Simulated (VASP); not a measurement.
# Mo (Im-3m) in VASP: further runs

Runs on Mo. Level: PBE. Tasks: single point.

All numbers are computed with VASP 6.6.1; they aren't measurements. Logs are shortened: lines on timing, memory, paths and dates and some standing lists are left out, and cuts for length are marked.

### 1 The cell of the first run

The structure is cubic, space group Im-3m (No. 229). The conventional cell has a = 3.147 Å, b = 3.147 Å, c = 3.147 Å, α = 90.00°, β = 90.00°, γ = 90.00°. Within 3.6 Å of Mo (site symmetry m-3m) lie 14 Mo at 2.73 to 3.15 Å.

### 2 Single point, PBE, collinear spin

The input, INCAR:

```
SYSTEM = Mo
ALGO = Normal
EDIFF = 1E-7
ENCUT = 520
GGA = PE
ISIF = 2
ISMEAR = -1
ISPIN = 2
LASPH = .TRUE.
LCHARG = .FALSE.
LMAXMIX = 4
LORBIT = 11
LREAL = .FALSE.
LWAVE = .FALSE.
MAGMOM = 1
NBANDS = 17
NELM = 150
NUPDOWN = 1.0
PREC = Accurate
SIGMA = 0.05
```

The input, KPOINTS:

```
k-points
0
G
  17 17 17
  0 0 0
```

The input, POSCAR:

```
Mo
1.0
   -1.5734150000      1.5734150000      1.5734150000
    1.5734150000     -1.5734150000      1.5734150000
    1.5734150000      1.5734150000     -1.5734150000
Mo
1
Direct
    0.0000000000      0.0000000000      0.0000000000
```

Potentials or basis: VASP PAW PBE potentials, release 64 (Mo_sv).

The run is started by

```console
$ cat potpaw_PBE.64/Mo_sv/POTCAR > POTCAR
$ mpirun -np 1 vasp_std > vasp.out
```

OUTCAR:

```text
SYSTEM = Mo
   EDIFF = 1E-7
   ENCUT = 520
   GGA = PE
   ISIF = 2
   ISMEAR = -1
   ISPIN = 2
   LASPH = .TRUE.
   LORBIT = 11
   LREAL = .FALSE.
   NELM = 150
   NUPDOWN = 1.0
   PREC = Accurate

 ion  position               nearest neighbor table
   1  0.000  0.000  0.000-

  LATTYP: Found a body centered cubic cell.
 ALAT       =     3.1468300000

  Lattice vectors:

 A1 = (  -1.5734150000,   1.5734150000,   1.5734150000)
 A2 = (   1.5734150000,  -1.5734150000,   1.5734150000)
 A3 = (   1.5734150000,   1.5734150000,  -1.5734150000)

Analysis of symmetry for initial positions (statically):
=====================================================================
 Subroutine PRICEL returns:
 Original cell was already a primitive cell.

 Routine SETGRP: Setting up the symmetry group for a
 body centered cubic supercell.

 Subroutine GETGRP returns: Found 48 space group operations
 (whereof 48 operations were pure point group operations)
 out of a pool of 48 trial point group operations.

The static configuration has the point symmetry O_h .

Analysis of symmetry for dynamics (positions and initial velocities):
=====================================================================
 Subroutine PRICEL returns:
 Original cell was already a primitive cell.

 Routine SETGRP: Setting up the symmetry group for a
 body centered cubic supercell.

 Subroutine GETGRP returns: Found 48 space group operations
 (whereof 48 operations were pure point group operations)
 out of a pool of 48 trial point group operations.

The dynamic configuration has the point symmetry O_h .

Analysis of structural, dynamic, and magnetic symmetry:
=====================================================================
 Subroutine PRICEL returns:
 Original cell was already a primitive cell.

 Routine SETGRP: Setting up the symmetry group for a
 body centered cubic supercell.

 Subroutine GETGRP returns: Found 48 space group operations
 (whereof 48 operations were pure point group operations)
 out of a pool of 48 trial point group operations.

The overall configuration has the point symmetry O_h .

 Subroutine INISYM returns: Found 48 space group operations
 (whereof 48 operations are pure point group operations),
 and found     1 'primitive' translations

----------------------------------------------------------------------------------------

                                     Primitive cell

  volume of cell :      15.5808

  direct lattice vectors                    reciprocal lattice vectors
    -1.573415000  1.573415000  1.573415000     0.000000000  0.317780115  0.317780115
     1.573415000 -1.573415000  1.573415000     0.317780115  0.000000000  0.317780115
     1.573415000  1.573415000 -1.573415000     0.317780115  0.317780115  0.000000000

  length of vectors
     2.725234721  2.725234721  2.725234721     0.449408949  0.449408949  0.449408949

  position of ions in fractional coordinates (direct lattice)
     0.000000000  0.000000000  0.000000000

  ion indices of the primitive-cell ions
   primitive index   ion index
                 1           1

----------------------------------------------------------------------------------------

 KPOINTS: k-points

Automatic generation of k-mesh.
 Grid dimensions read from file:
 generate k-points for:   17   17   17

 Generating k-lattice:

  Cartesian coordinates                     Fractional coordinates (reciprocal lattice)
     0.000000000  0.018692948  0.018692948     0.058823529  0.000000000  0.000000000
     0.018692948  0.000000000  0.018692948     0.000000000  0.058823529  0.000000000
     0.018692948  0.018692948  0.000000000     0.000000000  0.000000000  0.058823529

  Length of vectors
     0.026435821  0.026435821  0.026435821

  Shift w.r.t. Gamma in fractional coordinates (k-lattice)
     0.000000000  0.000000000  0.000000000

 Subroutine IBZKPT returns following result:
 ===========================================

 Found    165 irreducible k-points:

 Following reciprocal coordinates:
            Coordinates               Weight
  0.000000  0.000000  0.000000      1.000000
  0.058824  0.000000  0.000000     12.000000
  0.117647  0.000000  0.000000     12.000000
  0.176471  0.000000  0.000000     12.000000
  0.235294  0.000000  0.000000     12.000000
  0.294118  0.000000  0.000000     12.000000
[... 16 lines left out ...]
  0.411765  0.117647  0.000000     48.000000
  0.176471  0.176471  0.000000     24.000000
 [... further k-points ...]
   k-points           NKPTS =    165   k-points in BZ     NKDIM =    165   number of bands    NBANDS=     17
   number of dos      NEDOS =    301   number of ions     NIONS =      1
   total plane-waves  NPLWV =   8000
   dimension x,y,z NGX =    20 NGY =   20 NGZ =   20
   dimension x,y,z NGXF=    40 NGYF=   40 NGZF=   40
   ions per type =               1
   NGX,Y,Z   is equivalent  to a cutoff of  12.20, 12.20, 12.20 a.u.
   NGXF,Y,Z  is equivalent  to a cutoff of  24.40, 24.40, 24.40 a.u.
 SYSTEM =  Mo
   PREC   = accura    normal or accurate (medium, high low for compatibility)
   ISTART =      0    job   : 0-new  1-cont  2-samecut
   ICHARG =      2    charge: 1-file 2-atom 10-const
   ISPIN  =      2    spin polarized calculation?
   LNONCOLLINEAR =      F non collinear calculations
   LSORBIT =      F    spin-orbit coupling
   LASPH  =      T    aspherical Exc in radial PAW
   ENCUT  =  520.0 eV  38.22 Ry    6.18 a.u.   5.07  5.07  5.07*2*pi/ulx,y,z
   NELM   =    150;   NELMIN=  2; NELMDL= -5     # of ELM steps
   EDIFF  = 0.1E-06   stopping-criterion for ELM
   LREAL  =      F    real-space projection
   EDIFFG = 0.1E-05   stopping-criterion for IOM
   NSW    =      0    number of steps for IOM
   IBRION =     -1    ionic relax: 0-MD 1-quasi-New 2-CG
   NFREE  =      0    steps in history (QN), initial steepest desc. (CG)
   ISIF   =      2    stress and relaxation
   ISYM   =      2    0-nonsym 1-usesym 2-fastsym
   POTIM  = 0.5000    time-step for ionic-motion
   TEBEG  =    0.0;   TEEND  =   0.0 temperature during run
   PSTRESS=    0.0 pullay stress
   NELECT =      14.0000    total number of electrons
   NUPDOWN=       1.0000    fix difference up-down
   EMIN   =  10.00;   EMAX   =-10.00  energy-range for DOS
   EFERMI =   0.00;   METHOD = LEGACY
   ISMEAR =    -1;   SIGMA  =   0.05  broadening in eV -4-tet -1-fermi 0-gaus
   EFERMI_NEDOS =   21; number of points for ismear=-14 and -15
   IALGO  =     38    algorithm
   IMIX   =      4    mixing-type and parameters
     AMIX     =   0.40;   BMIX     =  1.00
     AMIX_MAG =   1.60;   BMIX_MAG =  1.00
  volume/ion in A,a.u.               =      15.58       105.14
  Fermi-wavevector in a.u.,A,eV,Ry     =   1.579747  2.985289 33.954710  2.495601
  Thomas-Fermi vector in A             =   2.680079
   LORBIT       =     11    0 simple, 1 ext, 2 COOP (PROOUT), +10 PAW based schemes
   GGA     = PE    functional components
   LHFCALC =     F    Hartree Fock is set to
   AEXX    =    0.0000 exact exchange contribution
   IVDW    =     0    specifies the selected vdW correction
   LEPSILON=     F    determine dielectric tensor
   LRPA    =     F    only Hartree local field effects (RPA)
 spin polarized calculation
  energy-cutoff  :      520.00
  volume of cell :       15.58
 maximum number of plane-waves:       430
   NGX = 11   NGY = 11   NGZ = 11

 number of electron      14.0000001 magnetization       1.0000000

 Free energy of the ion-electron system (eV)
  ---------------------------------------------------
  ext. energy  EPLUGINS =         0.00000000
  ---------------------------------------------------
  free energy    TOTEN  =       -10.37071320 eV

  energy without entropy =      -10.36041771  energy(sigma->0) =      -10.36556545

 E-fermi :  11.5182     XC(G=0): -13.3772

 val. band max:       13.4838430969   @ k =   0.2353   0.0588   0.0000
 cond. band min:      11.5239768786   @ k =  -0.2941   0.2941   0.1765
 fundamental gap:     -1.9598662183
 Fermi energy:        13.4959141617

 spin component 1

 k-point     1 :       0.0000    0.0000    0.0000
  band No.  band energies     occupation
      1     -48.7236      1.00000
      2     -22.0116      1.00000
      3     -22.0116      1.00000
      4     -22.0116      1.00000
      5       5.1194      1.00000
      6      11.0247      1.00000
[... 9 lines left out ...]
     16      42.3641      0.00000
     17      42.3641      0.00000

 k-point     2 :       0.0588    0.0000    0.0000
  band No.  band energies     occupation
      1     -48.7145      1.00000
      2     -22.0636      1.00000
      3     -22.0276      1.00000
      4     -22.0120      1.00000
      5       5.2742      1.00000
      6      10.9368      1.00000
[... 9 lines left out ...]
     16      42.1797      0.00000
     17      42.3123      0.00000
[... 421 lines left out ...]
 k-point    24 :       0.1765    0.1765    0.0000
  band No.  band energies     occupation
      1     -48.5405      1.00000
      2     -22.9327      1.00000
      3     -22.3179      1.00000
      4     -22.1077      1.00000
      5       7.8965      1.00000
      6       9.8048      1.00000
[... 9 lines left out ...]
     16      40.5573      0.00000
     17      41.2978      0.00000

 [... further k-points ...]

 spin component 2

 k-point     1 :       0.0000    0.0000    0.0000
  band No.  band energies     occupation
      1     -48.2109      1.00000
      2     -21.4641      1.00000
      3     -21.4641      1.00000
      4     -21.4641      1.00000
      5       5.7103      1.00000
      6      11.7067      0.02257
[... 9 lines left out ...]
     16      42.9550      0.00000
     17      42.9550      0.00000

 k-point     2 :       0.0588    0.0000    0.0000
  band No.  band energies     occupation
      1     -48.2020      1.00000
      2     -21.5155      1.00000
      3     -21.4799      1.00000
      4     -21.4645      1.00000
      5       5.8647      1.00000
      6      11.6183      0.11915
[... 9 lines left out ...]
     16      42.7728      0.00000
     17      42.8978      0.00000
[... 421 lines left out ...]
 k-point    24 :       0.1765    0.1765    0.0000
  band No.  band energies     occupation
      1     -48.0302      1.00000
      2     -22.3754      1.00000
      3     -21.7667      1.00000
      4     -21.5592      1.00000
      5       8.5029      1.00000
      6      10.4394      1.00000
[... 9 lines left out ...]
     16      41.1980      0.00000
     17      41.9370      0.00000

 [... further k-points ...]

------------------------ aborting loop because EDIFF is reached ----------------------------------------

  FORCE on cell =-STRESS in cart. coord.  units (eV):
  Direction    XX          YY          ZZ          XY          YZ          ZX
  --------------------------------------------------------------------------------------
  -------------------------------------------------------------------------------------
  Total        0.9413493      0.9413493      0.9413493      0.0000000      0.0000000      0.0000000
  in kB       96.7991513     96.7991513     96.7991513      0.0000000      0.0000000      0.0000000
  external PRESSURE =      96.7991513 kB  Pullay stress =       0.0000000 kB

 VOLUME and BASIS-vectors are now :
 -----------------------------------------------------------------------------
  energy-cutoff  :      520.00
  volume of cell :       15.58
      direct lattice vectors                 reciprocal lattice vectors
    -1.573415000  1.573415000  1.573415000     0.000000000  0.317780115  0.317780115
     1.573415000 -1.573415000  1.573415000     0.317780115  0.000000000  0.317780115
     1.573415000  1.573415000 -1.573415000     0.317780115  0.317780115  0.000000000

 POSITION                                       TOTAL-FORCE (eV/Angst)
 -----------------------------------------------------------------------------------
      0.00000      0.00000      0.00000        -0.000000      0.000000      0.000000
 -----------------------------------------------------------------------------------
    total drift:                                0.000000     -0.000000      0.000000

  FREE ENERGIE OF THE ION-ELECTRON SYSTEM (eV)
  ---------------------------------------------------
  free  energy   TOTEN  =       -10.3707132003 eV

  energy  without entropy=      -10.3604177069  energy(sigma->0) =      -10.36556545

 total charge

# of ion       s       p       d       tot
------------------------------------------
    1        2.379   6.186   3.975  12.540

 magnetization (x)

# of ion       s       p       d       tot
------------------------------------------
    1        0.020   0.063   0.728   0.811
```

Run time: 28 s. Hardware: 1 thread of Intel Xeon 6975P-C (Granite Rapids), shared host; peak memory 0.17 GiB.

Results:

* Free energy: -10.3707 eV
* Pressure: 9.7 GPa
* Net moment: 1.00 μB per cell
* Site moments: Mo +0.81 μB
* Valence electrons inside the program's atomic spheres: Mo 12.54

Caveat: the cell stands under pressure; the total moment is fixed, so each spin has its own Fermi level.

### 3 Single point, PBE, collinear spin

The input, INCAR:

```
PREC     = Accurate       # precision mode
ENCUT    = 520            # plane-wave cutoff, eV
EDIFF    = 1E-6           # SCF threshold, eV
ISMEAR   = -1             # smearing method
SIGMA    = 0.05           # smearing width, eV
LREAL    = F              # projectors in reciprocal space
LASPH    = T              # aspherical terms in the spheres
NELM     = 150            # most SCF steps
ALGO     = Normal         # electronic algorithm
ISIF     = 2              # what is computed and relaxed
LWAVE    = F              # write WAVECAR
LCHARG   = T              # write CHGCAR
ISPIN    = 2              # spin polarisation
MAGMOM   = 1.4            # initial moments
LORBIT   = 11             # projections on sites
NUPDOWN  = 1.4            # fixed moment
LMAXMIX  = 4              # l up to which the mixer works
GGA      = PE             # functional
LELF     = T              # ELF
LVHAR    = T            
NBANDS   = 17             # bands
```

The input, KPOINTS:

```
Automatic mesh
0
Gamma
  17 17 17
```

POSCAR is that of step 2.

Potentials or basis: VASP PAW PBE potentials, release 64 (Mo_sv).

The run is started by

```console
$ cat potpaw_PBE.64/Mo_sv/POTCAR > POTCAR
$ mpirun -np 1 vasp_std > vasp.out
```

Wall time 27 s (1 thread of Intel Xeon 6975P-C (Granite Rapids), shared host); peak memory 0.18 GiB.

The run converged. Its results:

| Item | Value |
| --- | --- |
| Free energy | -9.9421 eV |
| Pressure | 15.7 GPa |
| Net moment | 1.40 μB per cell |
| Site moments | Mo +1.15 μB |
| Valence electrons inside the program's atomic spheres | Mo 12.56 |

Caveat: the cell stands under pressure; the total moment is fixed, so each spin has its own Fermi level.
